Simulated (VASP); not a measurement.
# Sr8Ti9O24 (a cell with a defect) in VASP: single point with PBEsol

Aim: the single point of Sr8Ti9O24 (a cell with a defect) with PBEsol.

Everything below comes from runs of VASP 6.6.1. Logs are shortened: lines on timing, memory, paths and dates and some standing lists are left out, and cuts for length are marked.

### 1 The cell of the first run

The cell holds a defect, 41 atoms: a = 7.783 Å, b = 7.783 Å, c = 7.783 Å, α = 90.00°, β = 90.00°, γ = 90.00°.

### 2 Single point, PBEsol

INCAR reads:

```
SYSTEM = Sr8Ti9O24
ALGO = Normal ; EDIFF = 1E-6
ENCUT = 520 ; GGA = PS
ISIF = 2 ; ISMEAR = -1
ISYM = 0 ; LASPH = .TRUE.
LCHARG = .FALSE. ; LREAL = Auto
LWAVE = .FALSE. ; NBANDS = 192
NELM = 80 ; PREC = Accurate
SIGMA = 0.05
```

KPOINTS reads:

```
Automatic mesh
0
Gamma
  1 1 1
  0.25 0.25 0.25
```

POSCAR reads:

```
Sr8Ti9O24
1.0
    7.7828210000      0.0000000000      0.0000000000
    0.0000000000      7.7828210000      0.0000000000
    0.0000000000      0.0000000000      7.7828210000
Sr Ti O
8 9 24
Direct
    0.0047550000      0.9385860000      0.9368940000
    0.0086490000      0.9923440000      0.5141230000
    0.0083510000      0.5139270000      0.9932830000
    0.0087060000      0.5206820000      0.5213050000
    0.5079910000      0.9921880000      0.9920440000
    0.5070350000      0.9990330000      0.5074540000
    0.5068360000      0.5079340000      0.9989940000
    0.5072950000      0.5069660000      0.5064480000
    0.0045980000      0.1516060000      0.1526450000
    0.2568480000      0.2475570000      0.7567630000
    0.2568590000      0.7567990000      0.2476290000
    0.2658950000      0.7429530000      0.7430940000
    0.7394720000      0.2690680000      0.2689150000
    0.7582670000      0.2481630000      0.7550250000
    0.7584860000      0.7551330000      0.2481660000
    0.7487050000      0.7423100000      0.7424030000
    0.2708540000      0.2696410000      0.2695320000
    0.1943680000      0.2512270000      0.0107320000
    0.2965620000      0.2509810000      0.5112870000
    0.2583990000      0.7518890000      0.9968790000
    0.2575730000      0.7535900000      0.4980880000
    0.8117230000      0.2535640000      0.0127660000
    0.7124850000      0.2530280000      0.5122930000
    0.7533070000      0.7521770000      0.9977170000
    0.7553120000      0.7530770000      0.4986210000
    0.0045940000      0.3157320000      0.3149140000
    0.0047140000      0.2448230000      0.7205720000
    0.0046390000      0.7209020000      0.2461300000
    0.0070370000      0.7393650000      0.7387340000
    0.5043060000      0.2208570000      0.2204210000
    0.5049230000      0.2514120000      0.8047740000
    0.5048590000      0.8046380000      0.2508880000
    0.5062820000      0.7450230000      0.7463230000
    0.1948260000      0.0106610000      0.2522100000
    0.2595360000      0.9968730000      0.7512630000
    0.2965090000      0.5113650000      0.2502910000
    0.2566600000      0.4978850000      0.7541710000
    0.8111680000      0.0129210000      0.2556820000
    0.7524210000      0.9976870000      0.7507570000
    0.7126850000      0.5123120000      0.2515480000
    0.7564480000      0.4985240000      0.7545690000
```

Potentials or basis: VASP PAW PBE potentials, release 64 (Sr_sv, Ti_sv, O).

Launch:

```sh
> cat potpaw_PBE.64/Sr_sv/POTCAR potpaw_PBE.64/Ti_sv/POTCAR potpaw_PBE.64/O/POTCAR > POTCAR
> mpirun -np 1 vasp_std > vasp.out
```

OUTCAR:

```text
SYSTEM = Sr8Ti9O24
   EDIFF = 1E-6
   ENCUT = 520
   GGA = PS
   ISIF = 2
   ISMEAR = -1
   ISYM = 0
   LASPH = .TRUE.
   LREAL = Auto
   NELM = 80
   PREC = Accurate

 ion  position               nearest neighbor table
   1  0.005  0.939  0.937-  29 2.19   9 2.36  24 2.48  39 2.48  35 2.49  20 2.50  18 2.90  27 2.92
                            34 2.92  16 2.93  22 2.94  28 2.94  12 2.95  38 2.96   2 3.32   3 3.33
   2  0.009  0.992  0.514-  34 2.51  38 2.54  27 2.54  29 2.63  35 2.69  21 2.69  25 2.71  39 2.71
                            26 2.96  28 2.97  19 3.01  23 3.07   9 3.07  12 3.31   1 3.32  16 3.32
   3  0.008  0.514  0.993-  18 2.51  28 2.54  22 2.54  29 2.65  37 2.69  20 2.69  41 2.70  24 2.72
                            26 2.94  27 2.98  36 3.01  40 3.06   9 3.08  12 3.31  16 3.32   1 3.33
   4  0.009  0.521  0.521-  26 2.26  29 2.40  27 2.65  28 2.65  37 2.65  21 2.66  41 2.68  25 2.68
                            19 3.07  36 3.08  23 3.11  40 3.12  12 3.16  16 3.17  14 3.41  10 3.41
   5  0.508  0.992  0.992-  32 2.49  31 2.49  30 2.52  24 2.67  39 2.67  35 2.69  20 2.70  33 2.71
                            22 3.12  38 3.13  18 3.17  34 3.17  16 3.33  12 3.33  10 3.34  11 3.34
   6  0.507  0.999  0.507-  32 2.51  23 2.54  19 2.56  39 2.69  35 2.70  33 2.71  25 2.72  21 2.72
                            30 2.82  31 3.04  38 3.07  34 3.14  12 3.30  16 3.30  13 3.34  17 3.35
   7  0.507  0.508  0.999-  31 2.50  40 2.54  36 2.55  33 2.70  24 2.70  20 2.71  41 2.72  37 2.73
                            30 2.82  32 3.03  22 3.09  18 3.15  12 3.29  16 3.30  13 3.34  17 3.35
   8  0.507  0.507  0.506-  23 2.54  40 2.55  19 2.58  36 2.58  33 2.63  25 2.72  21 2.73  41 2.74
                            37 2.74  32 3.05  31 3.06  30 3.15  13 3.18  17 3.19  16 3.20  12 3.21
   9  0.005  0.152  0.153-  26 1.80  34 2.00  18 2.00  22 2.02  38 2.02   1 2.36  13 2.43  17 2.44
                             2 3.07   3 3.08
  10  0.257  0.248  0.757-  19 1.94  37 1.95  35 1.95  31 1.97  27 1.98  18 2.04   5 3.34   2 3.35
                             6 3.36   3 3.38   7 3.38   1 3.41   4 3.41   8 3.42
  11  0.257  0.757  0.248-  36 1.94  21 1.95  20 1.95  32 1.97  28 1.98  34 2.03   5 3.34   3 3.35
                             7 3.36   2 3.38   6 3.38   8 3.41   4 3.41   1 3.42
[... 19 lines left out ...]
  25  0.755  0.753  0.499-  16 1.90  15 1.95   4 2.68   2 2.71   8 2.72   6 2.72
  26  0.005  0.316  0.315-   9 1.80  13 2.13  17 2.13   4 2.26   3 2.94   2 2.96
  27  0.005  0.245  0.721-  14 1.94  10 1.98   2 2.54   4 2.65   1 2.92   3 2.98
  28  0.005  0.721  0.246-  15 1.93  11 1.98   3 2.54   4 2.65   1 2.94   2 2.97
  29  0.007  0.739  0.739-  16 2.01  12 2.02   1 2.19   4 2.40   2 2.63   3 2.65
  30  0.504  0.221  0.220-  17 1.90  13 1.91   5 2.52   7 2.82   6 2.82   8 3.15
  31  0.505  0.251  0.805-  10 1.97  14 2.01   5 2.49   7 2.50   6 3.04   8 3.06
  32  0.505  0.805  0.251-  11 1.97  15 2.01   5 2.49   6 2.51   7 3.03   8 3.05
  33  0.506  0.745  0.746-  12 1.87  16 1.89   8 2.63   7 2.70   5 2.71   6 2.71
  34  0.195  0.011  0.252-   9 2.00  11 2.03  17 2.10   2 2.51   1 2.92   6 3.14   5 3.17
  35  0.260  0.997  0.751-  10 1.95  12 1.98   1 2.49   2 2.69   5 2.69   6 2.70
  36  0.297  0.511  0.250-  17 1.90  11 1.94   7 2.55   8 2.58   3 3.01   4 3.08
  37  0.257  0.498  0.754-  12 1.91  10 1.95   4 2.65   3 2.69   7 2.73   8 2.74
  38  0.811  0.013  0.256-   9 2.02  15 2.05  13 2.07   2 2.54   1 2.96   6 3.07   5 3.13
  39  0.752  0.998  0.751-  14 1.95  16 1.99   1 2.48   5 2.67   6 2.69   2 2.71
  40  0.713  0.512  0.252-  13 1.91  15 1.92   7 2.54   8 2.55   3 3.06   4 3.12
  41  0.756  0.499  0.755-  16 1.90  14 1.95   4 2.68   3 2.70   7 2.72   8 2.74

IMPORTANT INFORMATION: All symmetrisations will be switched off!
NOSYMM: (Re-)initialisation of all symmetry stuff for point group C_1.

----------------------------------------------------------------------------------------

                                     Primitive cell

  volume of cell :     471.4234

  direct lattice vectors                    reciprocal lattice vectors
     7.782821000  0.000000000  0.000000000     0.128488115  0.000000000  0.000000000
     0.000000000  7.782821000  0.000000000     0.000000000  0.128488115  0.000000000
     0.000000000  0.000000000  7.782821000     0.000000000  0.000000000  0.128488115

  length of vectors
     7.782821000  7.782821000  7.782821000     0.128488115  0.128488115  0.128488115

  position of ions in fractional coordinates (direct lattice)
     0.004755000  0.938586000  0.936894000
     0.008649000  0.992344000  0.514123000
     0.008351000  0.513927000  0.993283000
     0.008706000  0.520682000  0.521305000
     0.507991000  0.992188000  0.992044000
     0.507035000  0.999033000  0.507454000
[... 33 lines left out ...]
     0.712685000  0.512312000  0.251548000
     0.756448000  0.498524000  0.754569000

  ion indices of the primitive-cell ions
   primitive index   ion index
                 1           1
                 2           2
                 3           3
                 4           4
                 5           5
                 6           6
[... 33 lines left out ...]
                40          40
                41          41

----------------------------------------------------------------------------------------

 KPOINTS: Automatic mesh

Automatic generation of k-mesh.
 Grid dimensions read from file:
 generate k-points for:    1    1    1

 Generating k-lattice:

  Cartesian coordinates                     Fractional coordinates (reciprocal lattice)
     0.128488115  0.000000000  0.000000000     1.000000000  0.000000000  0.000000000
     0.000000000  0.128488115  0.000000000     0.000000000  1.000000000  0.000000000
     0.000000000  0.000000000  0.128488115     0.000000000  0.000000000  1.000000000

  Length of vectors
     0.128488115  0.128488115  0.128488115

  Shift w.r.t. Gamma in fractional coordinates (k-lattice)
     0.250000000  0.250000000  0.250000000

 Subroutine IBZKPT returns following result:
 ===========================================

 Found      4 irreducible k-points:

 Following reciprocal coordinates:
            Coordinates               Weight
  0.250000  0.250000  0.250000      2.000000
 -0.250000  0.250000  0.250000      2.000000
 -0.250000 -0.250000  0.250000      2.000000
  0.250000 -0.250000  0.250000      2.000000
   k-points           NKPTS =      4   k-points in BZ     NKDIM =      4   number of bands    NBANDS=    192
   number of dos      NEDOS =    301   number of ions     NIONS =     41
   total plane-waves  NPLWV = 216000
   dimension x,y,z NGX =    60 NGY =   60 NGZ =   60
   dimension x,y,z NGXF=   120 NGYF=  120 NGZF=  120
   ions per type =               8   9  24
   NGX,Y,Z   is equivalent  to a cutoff of  12.82, 12.82, 12.82 a.u.
   NGXF,Y,Z  is equivalent  to a cutoff of  25.63, 25.63, 25.63 a.u.
 SYSTEM =  Sr8Ti9O24
   PREC   = accura    normal or accurate (medium, high low for compatibility)
   ISTART =      0    job   : 0-new  1-cont  2-samecut
   ICHARG =      2    charge: 1-file 2-atom 10-const
   ISPIN  =      1    spin polarized calculation?
   LNONCOLLINEAR =      F non collinear calculations
   LSORBIT =      F    spin-orbit coupling
   LASPH  =      T    aspherical Exc in radial PAW
   ENCUT  =  520.0 eV  38.22 Ry    6.18 a.u.  14.47 14.47 14.47*2*pi/ulx,y,z
   NELM   =     80;   NELMIN=  2; NELMDL= -5     # of ELM steps
   EDIFF  = 0.1E-05   stopping-criterion for ELM
   LREAL  =      T    real-space projection
   EDIFFG = 0.1E-04   stopping-criterion for IOM
   NSW    =      0    number of steps for IOM
   IBRION =     -1    ionic relax: 0-MD 1-quasi-New 2-CG
   NFREE  =      0    steps in history (QN), initial steepest desc. (CG)
   ISIF   =      2    stress and relaxation
   ISYM   =      0    0-nonsym 1-usesym 2-fastsym
   POTIM  = 0.5000    time-step for ionic-motion
   TEBEG  =    0.0;   TEEND  =   0.0 temperature during run
   PSTRESS=    0.0 pullay stress
   NELECT =     332.0000    total number of electrons
   NUPDOWN=      -1.0000    fix difference up-down
   EMIN   =  10.00;   EMAX   =-10.00  energy-range for DOS
   EFERMI =   0.00;   METHOD = LEGACY
   ISMEAR =    -1;   SIGMA  =   0.05  broadening in eV -4-tet -1-fermi 0-gaus
   EFERMI_NEDOS =   21; number of points for ismear=-14 and -15
   IALGO  =     38    algorithm
   IMIX   =      4    mixing-type and parameters
     AMIX     =   0.40;   BMIX     =  1.00
     AMIX_MAG =   1.60;   BMIX_MAG =  1.00
  volume/ion in A,a.u.               =      11.50        77.59
  Fermi-wavevector in a.u.,A,eV,Ry     =   1.456522  2.752428 28.864179  2.121457
  Thomas-Fermi vector in A             =   2.573431
   LORBIT       =      0    0 simple, 1 ext, 2 COOP (PROOUT), +10 PAW based schemes
   GGA     = PS    functional components
   LHFCALC =     F    Hartree Fock is set to
   AEXX    =    0.0000 exact exchange contribution
   IVDW    =     0    specifies the selected vdW correction
   LEPSILON=     F    determine dielectric tensor
   LRPA    =     F    only Hartree local field effects (RPA)
 non-spin polarized calculation
  energy-cutoff  :      520.00
  volume of cell :      471.42
 maximum number of plane-waves:     12704
 NGX is ok and might be reduce to    60
   NGX = 29   NGY = 29   NGZ = 29

 number of electron     331.9999941 magnetization

 Free energy of the ion-electron system (eV)
  ---------------------------------------------------
  ext. energy  EPLUGINS =         0.00000000
  ---------------------------------------------------
  free energy    TOTEN  =      -340.35649130 eV

  energy without entropy =     -340.21309713  energy(sigma->0) =     -340.28479422

 E-fermi :   7.0696     XC(G=0): -11.7570

 val. band max:        7.0613369714   @ k =  -0.2500  -0.2500   0.2500
 cond. band min:       7.1187609635   @ k =  -0.2500   0.2500   0.2500
 fundamental gap:      0.0574239921
 Fermi energy:         7.0695648551

 k-point     1 :       0.2500    0.2500    0.2500
  band No.  band energies     occupation
      1     -51.2411      2.00000
      2     -51.2405      2.00000
      3     -51.2395      2.00000
      4     -51.2388      2.00000
      5     -51.1486      2.00000
      6     -51.1438      2.00000
[... 713 lines left out ...]
    177       8.2403      0.00000
    178       8.3162      0.00000
 [bands above 178 left out]

------------------------ aborting loop because EDIFF is reached ----------------------------------------

  FORCE on cell =-STRESS in cart. coord.  units (eV):
  Direction    XX          YY          ZZ          XY          YZ          ZX
  --------------------------------------------------------------------------------------
  -------------------------------------------------------------------------------------
  Total       11.3072108     28.6806881     28.7254300     -0.1527973     10.5695961     -0.1089325
  in kB       38.4286337     97.4740527     97.6261123     -0.5192962     35.9217800     -0.3702175
  external PRESSURE =      77.8429329 kB  Pullay stress =       0.0000000 kB

 VOLUME and BASIS-vectors are now :
 -----------------------------------------------------------------------------
  energy-cutoff  :      520.00
  volume of cell :      471.42
      direct lattice vectors                 reciprocal lattice vectors
     7.782821000  0.000000000  0.000000000     0.128488115  0.000000000  0.000000000
     0.000000000  7.782821000  0.000000000     0.000000000  0.128488115  0.000000000
     0.000000000  0.000000000  7.782821000     0.000000000  0.000000000  0.128488115

 POSITION                                       TOTAL-FORCE (eV/Angst)
 -----------------------------------------------------------------------------------
      0.03701      7.30485      7.29168         0.126292      0.009673      0.005385
      0.06731      7.72324      4.00133        -0.074091     -0.004913      0.066457
      0.06499      3.99980      7.73054        -0.072067      0.073785     -0.006275
      0.06776      4.05237      4.05722        -0.025894     -0.009160     -0.003429
      3.95360      7.72202      7.72090        -0.016057     -0.005629     -0.010013
      3.94616      7.77530      3.94942         0.028322     -0.019568      0.029996
[... 33 lines left out ...]
      5.54670      3.98723      1.95775         0.024016     -0.049092     -0.002937
      5.88730      3.87992      5.87268        -0.006379     -0.063711      0.019377
 -----------------------------------------------------------------------------------
    total drift:                               -0.017124     -0.020144     -0.018456

  FREE ENERGIE OF THE ION-ELECTRON SYSTEM (eV)
  ---------------------------------------------------
  free  energy   TOTEN  =      -340.3564913043 eV

  energy  without entropy=     -340.2130971277  energy(sigma->0) =     -340.28479422
```

It took 24 min on 1 thread of Intel Xeon 6975P-C, shared host; peak memory 0.63 GiB.

Results:

```yaml
Free_energy: -340.3565 eV
Pressure: 7.8 GPa
Largest_force: 0.170 eV/Å
Band_gap_on_the_k_mesh: 0.06 eV
```

Forces on the atoms (eV/Å):
```
Sr   0.126  0.010  0.005
Sr  -0.074 -0.005  0.066
Sr  -0.072  0.074 -0.006
Sr  -0.026 -0.009 -0.003
Sr  -0.016 -0.006 -0.010
Sr   0.028 -0.020  0.030
Sr   0.026  0.028 -0.028
Sr  -0.065  0.080  0.082
Ti  -0.113 -0.094 -0.085
Ti  -0.024 -0.002  0.000
Ti  -0.033 -0.001 -0.017
Ti  -0.049  0.016  0.032
Ti  -0.013  0.092  0.096
Ti  -0.058 -0.010  0.039
Ti  -0.057  0.042 -0.025
Ti  -0.105  0.045  0.057
Ti  -0.096 -0.011 -0.011
O    0.030 -0.013  0.043
O   -0.010  0.011  0.003
O    0.036 -0.003  0.096
O   -0.019  0.025 -0.055
O    0.110 -0.072 -0.015
O    0.025 -0.005 -0.060
O   -0.019  0.004  0.010
O    0.000  0.021 -0.056
O    0.021 -0.005 -0.006
O    0.087 -0.013 -0.011
O    0.095 -0.017 -0.014
O   -0.069 -0.048 -0.053
O    0.043  0.020  0.025
O    0.018 -0.018 -0.045
O    0.017 -0.047 -0.018
O    0.110 -0.030 -0.039
O    0.030  0.049 -0.011
O    0.029  0.086 -0.003
O   -0.013  0.009  0.015
O   -0.016 -0.049  0.028
O    0.115 -0.017 -0.081
O   -0.018 -0.003  0.007
O    0.024 -0.049 -0.003
O   -0.006 -0.064  0.019
```

Caveat: the k points lie up to 0.81 Å⁻¹ apart; the PAW data sets were made with another functional, which shifts forces and pressure a little.
